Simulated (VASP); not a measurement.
# GeB24N23 (a cell with a defect) in VASP: electric field gradients with PBE

Aim: the electric field gradients of GeB24N23 (a cell with a defect) with PBE.

Everything below comes from runs of VASP 6.6.1. Logs are shortened: lines on timing, memory, paths and dates and some standing lists are left out, and cuts for length are marked.

**1. The cell of the first run**

The cell holds a defect, 48 atoms: a = 8.224 Å, b = 7.505 Å, c = 14.851 Å, α = 80.29°, β = 36.85°, γ = 62.86°.

**2. Electric field gradients, PBE**

Input file INCAR:

```
ALGO = Normal ; EDIFF = 1E-8
ENCUT = 520 ; GGA = PE
ISIF = 2 ; ISMEAR = -1
LASPH = True ; LCHARG = False
LEFG = True ; LREAL = Auto
LWAVE = False ; NBANDS = 130
NELECT = 202.0 ; NELM = 100
PREC = Accurate ; SIGMA = 0.01
```

Input file KPOINTS:

```
k-points
0
Gamma
  4 3 2
```

Input file POSCAR:

```
GeB24N23
1.0
    0.0000000000      6.9906316600      4.3321824800
    3.7548963000      0.0000000000      6.4982737200
    5.0065284000     13.9812633200      0.0000000000
B Ge N
24 1 23
Direct
    0.0000243250      0.0000162167      0.2499878375
    0.0000243250      0.0000162167      0.4999878375
    0.0000243250      0.0000162167      0.7499878375
    0.0000243250      0.0000162167      0.9999878375
    0.0000243250      0.3333495500      0.2499878375
    0.0000243250      0.3333495500      0.4999878375
    0.0000243250      0.3333495500      0.7499878375
    0.0000243250      0.3333495500      0.9999878375
    0.0000243250      0.6666828833      0.2499878375
    0.0000243250      0.6666828833      0.4999878375
    0.0000243250      0.6666828833      0.7499878375
    0.0000243250      0.6666828833      0.9999878375
    0.5000243250      0.0000162167      0.2499878375
    0.5000243250      0.0000162167      0.4999878375
    0.5000243250      0.0000162167      0.7499878375
    0.5000243250      0.0000162167      0.9999878375
    0.5000243250      0.3333495500      0.2499878375
    0.5000243250      0.3333495500      0.4999878375
    0.5000243250      0.3333495500      0.7499878375
    0.5000243250      0.3333495500      0.9999878375
    0.5000243250      0.6666828833      0.2499878375
    0.5000243250      0.6666828833      0.4999878375
    0.5000243250      0.6666828833      0.7499878375
    0.5000243250      0.6666828833      0.9999878375
    0.3333256700      0.2222171133      0.0833371650
    0.3333256700      0.2222171133      0.3333371650
    0.3333256700      0.2222171133      0.5833371650
    0.3333256700      0.2222171133      0.8333371650
    0.3333256700      0.5555504467      0.0833371650
    0.3333256700      0.5555504467      0.3333371650
    0.3333256700      0.5555504467      0.5833371650
    0.3333256700      0.5555504467      0.8333371650
    0.3333256700      0.8888837800      0.0833371650
    0.3333256700      0.8888837800      0.3333371650
    0.3333256700      0.8888837800      0.5833371650
    0.3333256700      0.8888837800      0.8333371650
    0.8333256700      0.2222171133      0.0833371650
    0.8333256700      0.2222171133      0.3333371650
    0.8333256700      0.2222171133      0.5833371650
    0.8333256700      0.2222171133      0.8333371650
    0.8333256700      0.5555504467      0.0833371650
    0.8333256700      0.5555504467      0.3333371650
    0.8333256700      0.5555504467      0.5833371650
    0.8333256700      0.5555504467      0.8333371650
    0.8333256700      0.8888837800      0.0833371650
    0.8333256700      0.8888837800      0.3333371650
    0.8333256700      0.8888837800      0.5833371650
    0.8333256700      0.8888837800      0.8333371650
```

Potentials or basis: VASP PAW PBE potentials, release 64 (B, Ge_d, N).

On the command line:

```console
$ cat potpaw_PBE.64/B/POTCAR potpaw_PBE.64/Ge_d/POTCAR potpaw_PBE.64/N/POTCAR > POTCAR
$ mpirun -np 1 vasp_std > vasp.out
```

OUTCAR:

```text
EDIFF = 1E-8
   ENCUT = 520
   GGA = PE
   ISIF = 2
   ISMEAR = -1
   LASPH = True
   LREAL = Auto
   NELECT = 202.0
   NELM = 100
   PREC = Accurate

 ion  position               nearest neighbor table
   1  0.000  0.000  0.250-  46 1.44  38 1.44  33 1.44
   2  0.000  0.000  0.500-  47 1.44  39 1.44  34 1.44
   3  0.000  0.000  0.750-  48 1.44  40 1.44  35 1.44
   4  0.000  0.000  1.000-  45 1.44  37 1.44  36 1.44
   5  0.000  0.333  0.250-  38 1.44  25 1.44  42 1.44
   6  0.000  0.333  0.500-  39 1.44  26 1.44  43 1.44
[... 40 lines left out ...]
  47  0.833  0.889  0.583-   2 1.44  15 1.44  10 1.44
  48  0.833  0.889  0.833-   3 1.44  16 1.44  11 1.44

  LATTYP: Found a triclinic cell.
 ALAT       =     8.2241556433
 B/A-ratio  =     1.0001729121
 C/A-ratio  =     1.2167601689
 COS(alpha) =     0.0003789236
 COS(beta)  =     0.4560955688
 COS(gamma) =     0.5836798837

  Lattice vectors:

 A1 = (   0.0000000000,   6.9906316600,   4.3321824800)
 A2 = (  -3.7548963000,   6.9906316600,  -2.1660912400)
 A3 = (  -5.0065284000,   0.0000000000,   8.6643649600)

Analysis of symmetry for initial positions (statically):
=====================================================================
 Subroutine PRICEL returns:
 Original cell was already a primitive cell.

 Routine SETGRP: Setting up the symmetry group for a
 triclinic supercell.

 Subroutine GETGRP returns: Found  1 space group operations
 (whereof  1 operations were pure point group operations)
 out of a pool of  2 trial point group operations.

The static configuration has the point symmetry C_1 .

Analysis of symmetry for dynamics (positions and initial velocities):
=====================================================================
 Subroutine PRICEL returns:
 Original cell was already a primitive cell.

 Routine SETGRP: Setting up the symmetry group for a
 triclinic supercell.

 Subroutine GETGRP returns: Found  1 space group operations
 (whereof  1 operations were pure point group operations)
 out of a pool of  2 trial point group operations.

[... 243 lines left out ...]
      6     -16.0150      2.00000
[... 1613 lines left out ...]
    112       7.9689      0.00000
    113       8.1166      0.00000
 [bands above 113 left out]

------------------------ aborting loop because EDIFF is reached ----------------------------------------

  FORCE on cell =-STRESS in cart. coord.  units (eV):
  Direction    XX          YY          ZZ          XY          YZ          ZX
  --------------------------------------------------------------------------------------
  -------------------------------------------------------------------------------------
  Total       89.7252970     12.4455717     89.8578198     -0.0161095      0.0048417      0.0200519
  in kB      316.0416983     43.8373543    316.5084867     -0.0567429      0.0170540      0.0706293
  external PRESSURE =     225.4625131 kB  Pullay stress =       0.0000000 kB

 VOLUME and BASIS-vectors are now :
 -----------------------------------------------------------------------------
  energy-cutoff  :      520.00
  volume of cell :      454.86
      direct lattice vectors                 reciprocal lattice vectors
     0.000000000  6.990631660  4.332182480    -0.199739205  0.071524295  0.115415268
     3.754896300  0.000000000  6.498273720     0.133159470 -0.047682863  0.076943512
     5.006528400 13.981263320  0.000000000     0.099869602  0.035762147 -0.057707634

 POSITION                                       TOTAL-FORCE (eV/Angst)
 -----------------------------------------------------------------------------------
      1.25163      3.49532      0.00021        -0.081541     -0.004368      0.285989
      2.50326      6.99063      0.00021        -0.048882     -0.024331      0.068388
      3.75490     10.48595      0.00021         0.301447      0.001934     -0.138861
      5.00653     13.98126      0.00021         0.096072     -0.022062     -0.062760
      2.50326      3.49532      2.16630        21.939909     -0.000721    -12.650519
      3.75490      6.99063      2.16630        -0.112732     -0.028835      0.048210
[... 40 lines left out ...]
      6.25816     13.98126      9.38633        -0.017967     -0.005896     -0.014680
      7.50979     17.47658      9.38633        -2.043241     -0.004295     -0.249482
 -----------------------------------------------------------------------------------
    total drift:                                0.007761     -0.000856     -0.005316

  FREE ENERGIE OF THE ION-ELECTRON SYSTEM (eV)
  ---------------------------------------------------
  free  energy   TOTEN  =      -391.6120725201 eV

  energy  without entropy=     -391.6120725201  energy(sigma->0) =     -391.61207252

 Electric field gradients (V/A^2)
---------------------------------------------------------------------
 ion       V_xx      V_yy      V_zz      V_xy      V_xz      V_yz
---------------------------------------------------------------------
   1     -17.455    33.230   -15.775    -0.001     0.177     0.000
   2     -17.415    34.657   -17.242     0.008     0.088     0.004
   3     -16.311    33.564   -17.252     0.001    -0.722    -0.001
   4     -17.266    34.775   -17.508     0.031    -0.144     0.001
   5     -22.691    32.703   -10.012    -0.006    11.125     0.004
   6     -17.356    34.630   -17.274    -0.001     0.180    -0.014
[... 40 lines left out ...]
  47      -0.522     1.015    -0.493    -0.142     0.147     0.053
  48     -10.091    11.042    -0.951     0.021     4.461     0.012
---------------------------------------------------------------------

 Electric field gradients after diagonalization (V/A^2)
 (convention: |V_zz| > |V_xx| > |V_yy|)
----------------------------------------------------------------------
 ion       V_xx      V_yy      V_zz     asymmetry (V_yy - V_xx)/ V_zz
----------------------------------------------------------------------
   1     -17.473   -15.756    33.230       0.052
   2     -17.451   -17.206    34.657       0.007
   3     -17.643   -15.920    33.564       0.051
   4     -17.576   -17.199    34.775       0.011
   5     -29.156    -3.547    32.703       0.783
   6     -17.499   -17.130    34.630       0.011
[... 40 lines left out ...]
  47      -0.668    -0.362     1.029       0.297
  48      11.042     0.866   -11.908       0.855
----------------------------------------------------------------------

           NMR quadrupolar parameters

 Cq : quadrupolar parameter    Cq=e*Q*V_zz/h
 eta: asymmetry parameters     (V_yy - V_xx)/ V_zz
 Q  : nuclear electric quadrupole moment in mb (millibarn)
----------------------------------------------------------------------
 ion       Cq(MHz)       eta       Q (mb)
----------------------------------------------------------------------
   1       0.080       0.052       1.000
   2       0.084       0.007       1.000
   3       0.081       0.051       1.000
   4       0.084       0.011       1.000
   5       0.079       0.783       1.000
   6       0.084       0.011       1.000
[... 40 lines left out ...]
  47       0.002       0.297       1.000
  48      -0.029       0.855       1.000
----------------------------------------------------------------------
```

stdout:

```text
POSCAR found type information on POSCAR B GeN
 POSCAR found :  3 types and      48 ions
 scaLAPACK will be used
 LDA part: xc-table for (Slater+PW92), standard interpolation
 POSCAR, INCAR and KPOINTS ok, starting setup
 FFT: planning ... GRIDC
 FFT: planning ... GRID_SOFT
 FFT: planning ... GRID
 WAVECAR not read
 entering main loop
 the old and the new charge density differ
 old charge density:   201.00000 new  202.00000
    0.396E+01
ion   1
     0.0000257     0.0005534    -0.0006932    11.7210630    -0.0849814    21.0097959
     0.0000354     0.0005534    -0.0006932    11.7210629    -0.0849814    21.0097959
     0.0000487     0.0005534    -0.0006932    11.7210629    -0.0849814    21.0097958
     0.0000671     0.0005534    -0.0006932    11.7210628    -0.0849814    21.0097957

     0.0000257     0.0007634    -0.0008952    15.9238788    -0.1306509    28.6797841
     0.0000354     0.0007634    -0.0008952    15.9238784    -0.1306509    28.6797833
     0.0000487     0.0007634    -0.0008952    15.9238777    -0.1306509    28.6797820
     0.0000671     0.0007634    -0.0008952    15.9238765    -0.1306509    28.6797799
[... 100 lines left out ...]
ion  11
     0.0000257    -0.0001462     0.0007227    12.3297441     0.8439487    21.6404700
     0.0000354    -0.0001462     0.0007227    12.3297440     0.8439487    21.6404700
     0.0000487    -0.0001462     0.0007227    12.3297440     0.8439487    21.6404699
     0.0000671    -0.0001462     0.0007227    12.3297439     0.8439486    21.6404697

     0.0000257    -0.0002288     0.0009380    16.8416948     1.3146067    29.6485940
     0.0000354    -0.0002288     0.0009380    16.8416943     1.3146066    29.6485932
     0.0000487    -0.0002288     0.0009380    16.8416936     1.3146065    29.6485919
     0.0000671    -0.0002288     0.0009380    16.8416
```

Wall time 36 min (1 thread of Intel Xeon 6975P-C (Granite Rapids), shared host); peak memory 1.1 GiB.

Results:

```yaml
Free_energy: -391.6121 eV
Largest_force: 25.394 eV/Å
Largest_electric_field_gradient_by_atom: B +33.2, +34.7, +33.6, +34.8, +32.7, +34.6, +34.9, +33.8, +33.0, +32.9, +34.5, +35.1 (each value once); Ge +622.7; N +0.6, +4.8, -0.6, -12.8, +0.9, +4.2, +0.8, +1.0, +4.7, -12.0, -0.8, -11.9, +3.7, +0.7, +4.6 (each value once) V/Å²
```

Forces in eV/Å, atoms in the order of the input:
```
B    -0.082  -0.004   0.286
B    -0.049  -0.024   0.068
B     0.301   0.002  -0.139
B     0.096  -0.022  -0.063
B    21.940  -0.001 -12.651
B    -0.113  -0.029   0.048
B    -0.103   0.005  -0.387
B     0.046   0.212  -0.001
B    -0.272  -0.005  -0.064
B    -0.052  -0.015   0.040
B     0.239   0.005   0.293
B     0.074   0.041  -0.033
B    -0.040  -0.210   0.067
B    -0.163  -0.005   0.037
B     0.107   0.029   0.024
B   -21.904   0.002 -12.736
B    -0.092  -0.041  -0.016
B    -0.498  -0.001   0.106
B     0.052   0.067  -0.056
B     0.093   0.001  25.394
B    -0.077  -0.011   0.086
B    -0.237  -0.002   0.396
B     0.049   0.005  -0.044
B     0.657   0.004  -0.368
Ge    0.001  -0.001  -0.105
N     0.119   0.167  -0.005
N     0.055   0.000   0.016
N    -0.120  -0.171   0.032
N     0.649   0.001   1.712
N     0.076   0.010  -0.035
N    -0.030  -0.002  -0.136
N    -0.052  -0.051   0.056
N    -1.165  -0.001  -1.444
N     0.052   0.053  -0.065
N    -0.025   0.002   0.078
N    -0.074  -0.008   0.021
N     0.000  -0.005  -0.009
N     1.314   0.003  -1.653
N    -0.001   0.001  -0.006
N    -0.824  -0.003   1.899
N     0.063  -0.149   0.002
N     2.035   0.004  -0.340
N     0.018   0.014   0.008
N    -0.226  -0.008   0.114
N    -0.062   0.145   0.025
N     0.289   0.008  -0.187
N    -0.018  -0.006  -0.015
N    -2.043  -0.004  -0.249
```

Levels at points of the mesh, in eV from the Fermi level:
```csv
k point,band 97,band 98,band 99,band 100,band 101,band 102,band 103,band 104,band 105,band 106
"(0.00, 0.00, 0.00)",-2.17,-1.79,-0.59,-0.35,-0.30,2.57,2.72,2.73,3.00,3.03
"(0.50, 0.00, 0.00)",-2.24,-1.79,-0.58,-0.36,-0.29,2.71,2.71,2.78,3.16,3.19
"(0.00, 0.00, 0.50)",-2.24,-1.48,-0.92,-0.43,-0.25,2.40,2.41,3.32,3.34,3.68
"(0.50, 0.00, 0.50)",-2.26,-1.54,-0.91,-0.44,-0.22,2.55,2.55,3.10,3.13,3.67
```

Electric field gradients, principal values (V/Å²):
```csv
atom,least,middle,greatest (by size)
1 B,-15.756,-17.473,33.230
2 B,-17.206,-17.451,34.657
3 B,-15.920,-17.643,33.564
4 B,-17.199,-17.576,34.775
5 B,-3.547,-29.156,32.703
6 B,-17.130,-17.499,34.630
7 B,-15.759,-19.053,34.812
8 B,-17.347,-17.527,34.874
9 B,-15.728,-17.465,33.193
10 B,-17.212,-17.404,34.616
11 B,-15.744,-19.011,34.755
12 B,-17.218,-17.519,34.738
13 B,-17.302,-17.533,34.836
14 B,-16.658,-17.162,33.820
15 B,-17.151,-17.499,34.650
16 B,-3.754,-29.248,33.002
17 B,-17.234,-17.522,34.756
18 B,-15.765,-19.007,34.772
19 B,-17.230,-17.504,34.735
20 B,-3.778,-29.171,32.949
21 B,-17.170,-17.506,34.676
22 B,-15.570,-18.917,34.486
23 B,-17.184,-17.457,34.641
24 B,-16.664,-18.481,35.146
25 Ge,-309.455,-313.220,622.675
26 N,-0.028,-0.595,0.622
27 N,-0.758,-4.092,4.850
28 N,0.083,0.558,-0.641
29 N,0.688,12.119,-12.807
30 N,-0.166,-0.702,0.869
31 N,-1.144,-3.075,4.219
32 N,-0.261,-0.547,0.808
33 N,0.735,12.106,-12.841
34 N,-0.152,-0.837,0.988
35 N,-0.838,-3.866,4.704
36 N,-0.240,-0.569,0.809
37 N,-0.007,-0.971,0.978
38 N,0.454,11.507,-11.961
39 N,-0.228,-0.701,0.929
40 N,0.766,11.278,-12.043
41 N,0.025,0.747,-0.772
42 N,0.458,11.404,-11.863
43 N,-0.407,-0.613,1.020
44 N,-1.434,-2.272,3.706
45 N,-0.066,-0.658,0.724
46 N,-0.960,-3.685,4.645
47 N,-0.362,-0.668,1.029
48 N,0.866,11.042,-11.908
```

Caveat: the cell carries a net charge on a neutralising background, which shifts energy and pressure; the cell is charged against a uniform background, so pressure and absolute levels hang on convention; without QUAD_EFG the Cq values of the log hold for a quadrupole moment of 1 mb, not for the nuclei.
